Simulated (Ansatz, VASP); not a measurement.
# Ir in VASP and in Ansatz

```
CELL_PARAMETERS angstrom
0.00000 2.62722 2.62722
2.62722 0.00000 2.62722
2.62722 2.62722 0.00000
ATOMIC_POSITIONS crystal
Ir 0.74000 0.92000 0.92000
Ir 0.26000 0.08000 0.08000
```

Change from the starting cell: shortest bond scaled by 0.64, PAW files.

Alike in both runs: task electric field gradients; functional PBE; k mesh 10 × 10 × 10; occupations fermi-dirac, width 0.05 eV; no spin polarisation.

```csv
,VASP,Ansatz
version,VASP 6.6.1,Ansatz 0.2.0
potentials or method,"VASP PAW PBE potentials, release 64 (Ir_sv_GW)","PAW with Ansatz's default frozen-core files, scalar-relativistic"
plane-wave cutoff (eV),420,420
valence electrons in the cell,34,34
```

VASP gave:

* rms of the force components (eV/Å): 110.646
* size of Vzz on the site where it differs most (V/Å²): 665.6

What did Ansatz give for the same quantities?

rms of the force components (eV/Å): 105.646; size of Vzz on the site where it differs most (V/Å²): 1103.4.

Atom by atom the forces differ by 5.000 eV/Å (rms over components).

Neither program's run includes spin-orbit coupling. Noted on VASP's run: the cell as given lies far from equilibrium.
